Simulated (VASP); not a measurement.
# Re (Fm-3m) in VASP: further runs, part 2 of 2

VASP 6.6.1.

### Step 4. Electric field gradients, PBEsol (volume scaled by 0.98)

INCAR

```
ALGO     = Normal         # electronic algorithm
EDIFF    = 1E-8           # SCF threshold, eV
ENCUT    = 520            # plane-wave cutoff, eV
GGA      = PS             # functional
ISIF     = 2              # what is computed and relaxed
ISMEAR   = -1             # smearing method
LASPH    = T              # aspherical terms in the spheres
LCHARG   = F              # write CHGCAR
LEFG     = T            
LREAL    = F              # projectors in reciprocal space
LWAVE    = F              # write WAVECAR
NBANDS   = 10             # bands
NELM     = 80             # most SCF steps
PREC     = Accurate       # precision mode
SIGMA    = 0.05           # smearing width, eV
```

KPOINTS

```
k-points
0
Gamma
  14 14 14
```

POSCAR

```
Re
1.0
    0.0000000000      1.9617445670      1.9617445670
    1.9617445670      0.0000000000      1.9617445670
    1.9617445670      1.9617445670      0.0000000000
Re
1
Direct
    0.0000000000      0.0000000000      0.0000000000
```

Potentials or basis: VASP PAW PBE potentials, release 64 (Re).

Command:

```sh
$ cat potpaw_PBE.64/Re/POTCAR > POTCAR
$ mpirun -np 1 vasp_std > vasp.out
```

OUTCAR:

```text
EDIFF = 1E-8
   ENCUT = 520
   GGA = PS
   ISIF = 2
   ISMEAR = -1
   LASPH = T
   LREAL = F
   NELM = 80
   PREC = Accurate

 ion  position               nearest neighbor table
   1  0.000  0.000  0.000-

  LATTYP: Found a face centered cubic cell.
 ALAT       =     3.9234891340

  Lattice vectors:

 A1 = (   0.0000000000,   1.9617445670,   1.9617445670)
 A2 = (   1.9617445670,   0.0000000000,   1.9617445670)
 A3 = (   1.9617445670,   1.9617445670,   0.0000000000)

Analysis of symmetry for initial positions (statically):
=====================================================================
 Subroutine PRICEL returns:
 Original cell was already a primitive cell.

 Routine SETGRP: Setting up the symmetry group for a
 face centered cubic supercell.

 Subroutine GETGRP returns: Found 48 space group operations
[... 492 lines left out ...]
  external PRESSURE =    -123.9136564 kB  Pullay stress =       0.0000000 kB

 VOLUME and BASIS-vectors are now :
 -----------------------------------------------------------------------------
  energy-cutoff  :      520.00
  volume of cell :       15.10
      direct lattice vectors                 reciprocal lattice vectors
     0.000000000  1.961744567  1.961744567    -0.254875180  0.254875180  0.254875180
     1.961744567  0.000000000  1.961744567     0.254875180 -0.254875180  0.254875180
     1.961744567  1.961744567  0.000000000     0.254875180  0.254875180 -0.254875180

 POSITION                                       TOTAL-FORCE (eV/Angst)
 -----------------------------------------------------------------------------------
      0.00000      0.00000      0.00000         0.000000      0.000000     -0.000000
 -----------------------------------------------------------------------------------
    total drift:                                0.000000     -0.000000     -0.000000

  FREE ENERGIE OF THE ION-ELECTRON SYSTEM (eV)
  ---------------------------------------------------
  free  energy   TOTEN  =       -13.2807439330 eV

  energy  without entropy=      -13.2710871820  energy(sigma->0) =      -13.27591556

 Electric field gradients (V/A^2)
---------------------------------------------------------------------
 ion       V_xx      V_yy      V_zz      V_xy      V_xz      V_yz
---------------------------------------------------------------------
   1      -0.000     0.000    -0.000     0.000     0.000     0.000
---------------------------------------------------------------------

 Electric field gradients after diagonalization (V/A^2)
 (convention: |V_zz| > |V_xx| > |V_yy|)
----------------------------------------------------------------------
 ion       V_xx      V_yy      V_zz     asymmetry (V_yy - V_xx)/ V_zz
----------------------------------------------------------------------
   1      -0.000    -0.000     0.000       0.000
----------------------------------------------------------------------

           NMR quadrupolar parameters

 Cq : quadrupolar parameter    Cq=e*Q*V_zz/h
 eta: asymmetry parameters     (V_yy - V_xx)/ V_zz
 Q  : nuclear electric quadrupole moment in mb (millibarn)
----------------------------------------------------------------------
 ion       Cq(MHz)       eta       Q (mb)
----------------------------------------------------------------------
   1       0.000       0.000       1.000
----------------------------------------------------------------------
```

OSZICAR:

```text
N       E                     dE             d eps       ncg     rms          rms(c)
DAV:   1     0.473217289654E+01    0.47322E+01   -0.33784E+03  3302   0.766E+02
DAV:   2    -0.136520114811E+02   -0.18384E+02   -0.16780E+02  3186   0.162E+02
DAV:   3    -0.140668636569E+02   -0.41485E+00   -0.40674E+00  3400   0.431E+01
DAV:   4    -0.140690178580E+02   -0.21542E-02   -0.21525E-02  3466   0.137E+00
DAV:   5    -0.140690223479E+02   -0.44899E-05   -0.44891E-05  2942   0.282E-02    0.299E+01
DAV:   6    -0.134781881847E+02    0.59083E+00   -0.52179E-01  3286   0.187E+01    0.118E+01
DAV:   7    -0.132871534716E+02    0.19103E+00   -0.36830E-01  3308   0.150E+01    0.776E-01
DAV:   8    -0.132812886696E+02    0.58648E-02   -0.27934E-03  3040   0.401E-01    0.135E-01
DAV:   9    -0.132807402206E+02    0.54845E-03   -0.39754E-04  3078   0.173E-01    0.242E-02
DAV:  10    -0.132807437716E+02   -0.35510E-05   -0.18834E-05  2716   0.450E-02    0.419E-03
DAV:  11    -0.132807441063E+02   -0.33466E-06   -0.38887E-07  2566   0.998E-03    0.152E-03
DAV:  12    -0.132807439081E+02    0.19816E-06   -0.66439E-08  2490   0.608E-03    0.329E-04
DAV:  13    -0.132807439247E+02   -0.16594E-07   -0.11117E-09  1478   0.585E-04    0.115E-04
DAV:  14    -0.132807439330E+02   -0.82559E-08   -0.35760E-10  1366   0.221E-04
   1 F= -.13280744E+02 E0= -.13275916E+02  d E =-.965675E-02
```

Run time: 12 s. Hardware: 1 thread of Intel Xeon 6975P-C, shared host; peak memory 0.15 GiB.

Results:

- Free energy: -13.2807 eV
- Pressure: -12.4 GPa

Levels at points of the mesh, in eV from the Fermi level:
| k point | band 2 | band 3 | band 4 | band 5 | band 6 | band 7 |
| --- | --- | --- | --- | --- | --- | --- |
| (0.00, 0.00, 0.00) | -1.84 | -1.84 | -1.84 | 1.23 | 1.23 | 13.94 |
| (0.50, 0.00, 0.00) | -2.04 | -2.04 | 0.19 | 3.70 | 3.70 | 9.59 |
| (0.50, 0.50, 0.00) | -5.75 | 2.70 | 3.64 | 4.42 | 4.42 | 12.08 |

Caveat: without QUAD_EFG the Cq values of the log hold for a quadrupole moment of 1 mb, not for the nuclei; the PAW data sets were made with another functional, which shifts forces and pressure a little; spin-orbit coupling is left out, which moves the levels of the heavy elements.

### Step 5. Electric field gradients, PBEsol (volume scaled by 0.96)

INCAR

```
SYSTEM = Re
  PREC = Accurate
  ENCUT = 520
  EDIFF = 1E-8
  ISMEAR = -1
  SIGMA = 0.05
  LREAL = .False.
  LASPH = .True.
  NELM = 80
  ALGO = Normal
  ISIF = 2
  LWAVE = .False.
  LCHARG = .False.
  GGA = PS
  LEFG = .True.
  NBANDS = 10
```

KPOINTS

```
regular mesh
0
Gamma
  14 14 14
  0 0 0
```

POSCAR

```
Re
1.0
    0.0000000000      1.9483075387      1.9483075387
    1.9483075387      0.0000000000      1.9483075387
    1.9483075387      1.9483075387      0.0000000000
Re
1
Direct
    0.0000000000      0.0000000000      0.0000000000
```

Potentials or basis: VASP PAW PBE potentials, release 64 (Re).

Command:

```sh
$ cat potpaw_PBE.64/Re/POTCAR > POTCAR
$ mpirun -np 1 vasp_std > vasp.out
```

OUTCAR:

```text
SYSTEM = Re
   PREC = Accurate
   ENCUT = 520
   EDIFF = 1E-8
   ISMEAR = -1
   LREAL = .False.
   LASPH = .True.
   NELM = 80
   ISIF = 2
   GGA = PS

 ion  position               nearest neighbor table
   1  0.000  0.000  0.000-

  LATTYP: Found a face centered cubic cell.
 ALAT       =     3.8966150774

  Lattice vectors:

 A1 = (   0.0000000000,   1.9483075387,   1.9483075387)
 A2 = (   1.9483075387,   0.0000000000,   1.9483075387)
 A3 = (   1.9483075387,   1.9483075387,   0.0000000000)

[... 515 lines left out ...]
    total drift:                                0.000000      0.000000     -0.000000

  FREE ENERGIE OF THE ION-ELECTRON SYSTEM (eV)
  ---------------------------------------------------
  free  energy   TOTEN  =       -13.2973976699 eV

  energy  without entropy=      -13.2880359120  energy(sigma->0) =      -13.29271679

 Electric field gradients (V/A^2)
---------------------------------------------------------------------
 ion       V_xx      V_yy      V_zz      V_xy      V_xz      V_yz
---------------------------------------------------------------------
   1       0.000    -0.000    -0.000     0.000     0.000     0.000
---------------------------------------------------------------------

 Electric field gradients after diagonalization (V/A^2)
 (convention: |V_zz| > |V_xx| > |V_yy|)
----------------------------------------------------------------------
 ion       V_xx      V_yy      V_zz     asymmetry (V_yy - V_xx)/ V_zz
----------------------------------------------------------------------
   1      -0.000    -0.000     0.000       0.000
----------------------------------------------------------------------

           NMR quadrupolar parameters

 Cq : quadrupolar parameter    Cq=e*Q*V_zz/h
 eta: asymmetry parameters     (V_yy - V_xx)/ V_zz
 Q  : nuclear electric quadrupole moment in mb (millibarn)
----------------------------------------------------------------------
 ion       Cq(MHz)       eta       Q (mb)
----------------------------------------------------------------------
   1       0.000       0.000       1.000
----------------------------------------------------------------------
```

OSZICAR:

```text
N       E                     dE             d eps       ncg     rms          rms(c)
DAV:   1     0.342125113388E+01    0.34213E+01   -0.34281E+03  3296   0.787E+02
DAV:   2    -0.136665504617E+02   -0.17088E+02   -0.15887E+02  3232   0.157E+02
DAV:   3    -0.140620617341E+02   -0.39551E+00   -0.38407E+00  3432   0.416E+01
DAV:   4    -0.140643122374E+02   -0.22505E-02   -0.22464E-02  3340   0.136E+00
DAV:   5    -0.140643184042E+02   -0.61668E-05   -0.61657E-05  3084   0.356E-02    0.311E+01
DAV:   6    -0.134949248924E+02    0.56939E+00   -0.47852E-01  3288   0.179E+01    0.127E+01
DAV:   7    -0.133035584902E+02    0.19137E+00   -0.35543E-01  3302   0.147E+01    0.678E-01
DAV:   8    -0.132979552781E+02    0.56032E-02   -0.26021E-03  3102   0.386E-01    0.117E-01
DAV:   9    -0.132973954083E+02    0.55987E-03   -0.36134E-04  2964   0.154E-01    0.268E-02
DAV:  10    -0.132973975505E+02   -0.21422E-05   -0.21122E-05  2732   0.471E-02    0.315E-03
DAV:  11    -0.132973978188E+02   -0.26829E-06   -0.28565E-07  2538   0.763E-03    0.159E-03
DAV:  12    -0.132973976490E+02    0.16975E-06   -0.45946E-08  2458   0.517E-03    0.224E-04
DAV:  13    -0.132973976639E+02   -0.14874E-07   -0.62513E-10  1458   0.401E-04    0.106E-04
DAV:  14    -0.132973976699E+02   -0.59860E-08   -0.17828E-10  1344   0.207E-04
   1 F= -.13297398E+02 E0= -.13292717E+02  d E =-.936176E-02
```

stdout:

```text
POSCAR found type information on POSCAR Re
 POSCAR found :  1 types and       1 ions
 scaLAPACK will be used
 -----------------------------------------------------------------------------
|                                                                             |
|                                                                             |
|     You enforced a specific xc type in the INCAR file but a different       |
|     I HOPE YOU KNOW WHAT YOU ARE DOING!                                     |
|                                                                             |
 -----------------------------------------------------------------------------

 LDA part: xc-table for (Slater+PW92), standard interpolation
 POSCAR, INCAR and KPOINTS ok, starting setup
 FFT: planning ... GRIDC
 FFT: planning ... GRID_SOFT
 FFT: planning ... GRID
 WAVECAR not read
 entering main loop
ion   1
```

Run time: 13 s. Hardware: 1 thread of Intel Xeon 6975P-C, shared host; peak memory 0.13 GiB.

Results:

* Free energy: -13.2974 eV
* Pressure: -5.0 GPa

Caveat: without QUAD_EFG the Cq values of the log hold for a quadrupole moment of 1 mb, not for the nuclei; the PAW data sets were made with another functional, which shifts forces and pressure a little; spin-orbit coupling is left out, which moves the levels of the heavy elements.

### Step 6. Electric field gradients, PBEsol (volume scaled by 0.96)

INCAR

```
PREC     = Accurate       # precision mode
ENCUT    = 520            # plane-wave cutoff, eV
EDIFF    = 1E-8           # SCF threshold, eV
ISMEAR   = -1             # smearing method
SIGMA    = 0.05           # smearing width, eV
LREAL    = F              # projectors in reciprocal space
LASPH    = T              # aspherical terms in the spheres
NELM     = 60             # most SCF steps
ALGO     = Normal         # electronic algorithm
ISIF     = 2              # what is computed and relaxed
LWAVE    = F              # write WAVECAR
LCHARG   = F              # write CHGCAR
GGA      = PS             # functional
LEFG     = T            
NBANDS   = 10             # bands
```

KPOINTS

```
regular mesh
0
Gamma
  14 14 14
```

POSCAR is that of step 5.

Potentials or basis: VASP PAW PBE potentials, release 64 (Re).

Command:

```sh
$ cat potpaw_PBE.64/Re/POTCAR > POTCAR
$ mpirun -np 1 vasp_std > vasp.out
```

OUTCAR:

```text
PREC = Accurate
   ENCUT = 520
   EDIFF = 1E-8
   ISMEAR = -1
   LREAL = F
   LASPH = T
   NELM = 60
   ISIF = 2
   GGA = PS

 ion  position               nearest neighbor table
   1  0.000  0.000  0.000-

  LATTYP: Found a face centered cubic cell.
 ALAT       =     3.8966150774

  Lattice vectors:

 A1 = (   0.0000000000,   1.9483075387,   1.9483075387)
 A2 = (   1.9483075387,   0.0000000000,   1.9483075387)
[... 517 lines left out ...]
    total drift:                                0.000000      0.000000     -0.000000

  FREE ENERGIE OF THE ION-ELECTRON SYSTEM (eV)
  ---------------------------------------------------
  free  energy   TOTEN  =       -13.2973976699 eV

  energy  without entropy=      -13.2880359120  energy(sigma->0) =      -13.29271679

 Electric field gradients (V/A^2)
---------------------------------------------------------------------
 ion       V_xx      V_yy      V_zz      V_xy      V_xz      V_yz
---------------------------------------------------------------------
   1       0.000    -0.000    -0.000     0.000     0.000     0.000
---------------------------------------------------------------------

 Electric field gradients after diagonalization (V/A^2)
 (convention: |V_zz| > |V_xx| > |V_yy|)
----------------------------------------------------------------------
 ion       V_xx      V_yy      V_zz     asymmetry (V_yy - V_xx)/ V_zz
----------------------------------------------------------------------
   1      -0.000    -0.000     0.000       0.000
----------------------------------------------------------------------

           NMR quadrupolar parameters

 Cq : quadrupolar parameter    Cq=e*Q*V_zz/h
 eta: asymmetry parameters     (V_yy - V_xx)/ V_zz
 Q  : nuclear electric quadrupole moment in mb (millibarn)
----------------------------------------------------------------------
 ion       Cq(MHz)       eta       Q (mb)
----------------------------------------------------------------------
   1       0.000       0.000       1.000
----------------------------------------------------------------------
```

Run time: 14 s. Hardware: 1 thread of Intel Xeon 6975P-C, shared host; peak memory 0.14 GiB.

Results:

```yaml
Free_energy: -13.2974 eV
Pressure: -5.0 GPa
```

Caveat: without QUAD_EFG the Cq values of the log hold for a quadrupole moment of 1 mb, not for the nuclei; the PAW data sets were made with another functional, which shifts forces and pressure a little; spin-orbit coupling is left out, which moves the levels of the heavy elements.

### Step 7. The runs side by side

| cell | gap on the mesh (eV) | pressure (GPa) |
| --- | --- | --- |
| a = 2.736 Å, angles 60.0°, 1 atom | none | 3.2 |
| a = 2.774 Å, angles 60.0°, 1 atom | none | -12.4 |
| a = 2.755 Å, angles 60.0°, 1 atom | none | -5.0 |

Alike in all rows: task electric field gradients; level PBEsol; potentials or basis VASP PAW PBE potentials, release 64 (Re); no spin polarisation; k mesh 14 × 14 × 14; cutoff (eV) 520; smearing fermi-dirac 0.05 eV.

Caveats: the PAW data sets were made with another functional, which shifts forces and pressure a little; spin-orbit coupling is left out, which moves the levels of the heavy elements.

Absolute energies hang on the potentials; compare differences alone.
